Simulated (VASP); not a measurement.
Write the native input for VASP 6.6.1 that does the following.

```
Task                   : single point
Functional             : r2SCAN
Potentials or basis    : VASP PAW PBE potentials, release 64 (Ga_d, N)
Cutoff                 : 520 eV
k mesh                 : 12 × 12 × 6
Occupations            : gaussian, width 0.01 eV
Spin                   : no spin polarisation
Dipole correction      : no
Further INCAR settings : ALGO = Normal; EDIFF = 1e-07; NBANDS = 26
```

The system is GaN.

```
Ga N
1.0
     3.18282    0.00000    0.00000
    -1.59141    2.75640    0.00000
     0.00000    0.00000    5.18567
Ga N
2 2
Direct
  0.33333 0.66667 0.00019
  0.66667 0.33333 0.50019
  0.33333 0.66667 0.37681
  0.66667 0.33333 0.87681
```

These files were run (other wordings do the same):

POSCAR

```
GaN
1.0
    3.1828215348      0.0000000000      0.0000000000
   -1.5914107674      2.7564043048      0.0000000000
    0.0000000000      0.0000000000      5.1856745519
Ga N
2 2
Direct
    0.3333333333      0.6666666667      0.0001943559
    0.6666666667      0.3333333333      0.5001943559
    0.3333333333      0.6666666667      0.3768056441
    0.6666666667      0.3333333333      0.8768056441
```

INCAR.step1

```
SYSTEM = GaN
PREC     = Accurate       ! precision mode
ENCUT    = 520            ! plane-wave cutoff, eV
ISMEAR   = 0              ! smearing method
SIGMA    = 0.01           ! smearing width, eV
LREAL    = .False.        ! projectors in reciprocal space
LASPH    = .True.         ! aspherical terms in the spheres
NELM     = 100            ! most SCF steps
NBANDS   = 26             ! bands
GGA      = PE             ! functional
ALGO     = Normal         ! electronic algorithm
EDIFF    = 1E-4           ! SCF threshold, eV
LWAVE    = .True.         ! write WAVECAR
LCHARG   = .False.        ! write CHGCAR
```

INCAR.step2

```
SYSTEM = GaN
PREC     = Accurate       ! precision mode
ENCUT    = 520            ! plane-wave cutoff, eV
EDIFF    = 1E-7           ! SCF threshold, eV
ISMEAR   = 0              ! smearing method
SIGMA    = 0.01           ! smearing width, eV
LREAL    = .False.        ! projectors in reciprocal space
LASPH    = .True.         ! aspherical terms in the spheres
NELM     = 100            ! most SCF steps
ALGO     = Normal         ! electronic algorithm
ISIF     = 2              ! what is computed and relaxed
LWAVE    = .False.        ! write WAVECAR
LCHARG   = .True.         ! write CHGCAR
METAGGA  = R2SCAN         ! meta-GGA
LMIXTAU  = .True.       
LELF     = .True.         ! ELF
LVHAR    = .True.       
NBANDS   = 26             ! bands
ISTART   = 1
```

KPOINTS

```
Automatic mesh
0
Gamma
  12 12 6
  0 0 0
```

Potentials or basis: VASP PAW PBE potentials, release 64 (Ga_d, N).

Launch:

```sh
$ cat potpaw_PBE.64/Ga_d/POTCAR potpaw_PBE.64/N/POTCAR > POTCAR
$ cp INCAR.step1 INCAR
$ mpirun -np 1 vasp_std > vasp.out
$ cp INCAR.step2 INCAR
$ mpirun -np 1 vasp_std > vasp.out
```

It gave:

| Property | Result |
| --- | --- |
| Pressure | 1.1 GPa |
| Largest force | 0.005 eV/Å |
| Band gap on the k mesh | 2.34 eV |

Caveat: the PAW data sets were made with another functional, which shifts forces and pressure a little.

Wall time 7.6 min on 1 thread of Intel Xeon 8259CL, with other jobs on the host, peak memory 0.22 GiB.
